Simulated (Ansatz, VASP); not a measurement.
One calculation of Sc, two programs

File INCAR:

```
PREC = Accurate
ENCUT = 600
EDIFF = 1E-7
ISMEAR = -1
SIGMA = 0.05
LREAL = F
LASPH = T
NELM = 60
ALGO = Normal
ISIF = 3
LWAVE = F
LCHARG = F
GGA = PE
IBRION = 2
NSW = 60
EDIFFG = -0.005
```

Contents of KPOINTS:

```
regular mesh
0
Gamma
  16 16 16
```

POSCAR

```
Sc
1.0
   -1.8354594251      1.8354594251      1.8354594251
    1.8354594251     -1.8354594251      1.8354594251
    1.8354594251      1.8354594251     -1.8354594251
Sc
1
Direct
    0.0000000000      0.0000000000      0.0000000000
```

Input for Ansatz:

```yaml
crystal:
  lattice:
    - [-1.8354594251, 1.8354594251, 1.8354594251]
    - [1.8354594251, -1.8354594251, 1.8354594251]
    - [1.8354594251, 1.8354594251, -1.8354594251]
  atoms:
    - { symbol: Sc, position: [0.0, 0.0, 0.0] }
kpoints:
  mp_grid: { grid: [16, 16, 16] }
scf:
  occupations: { method: fermi_dirac, width: 0.05 }
hamiltonian:
  xc: pbe
  pseudopotentials: { kind: paw }
output:
  forces: true
  stress: true
relax:
  f_tol: 0.005
  max_steps: 40
  cell: {}
```

Alike in both runs: task relaxation of cell and atoms; functional PBE; k mesh 16 × 16 × 16; occupations fermi-dirac, width 0.05 eV; no spin polarisation.

```csv
,VASP,Ansatz
version,VASP 6.6.1,Ansatz 0.2.0
potentials or method,"VASP PAW PBE potentials, release 64 (Sc_sv)","PAW with Ansatz's default frozen-core files, scalar-relativistic"
plane-wave cutoff (eV),600,420
valence electrons in the cell,11,11
```

```tsv
	VASP	Ansatz	Ansatz less VASP
relaxed volume (Å³/atom)	24.91	24.89	-0.019
relaxed cell length with the largest relative difference (Å)	3.187	3.186	-0.0008
```
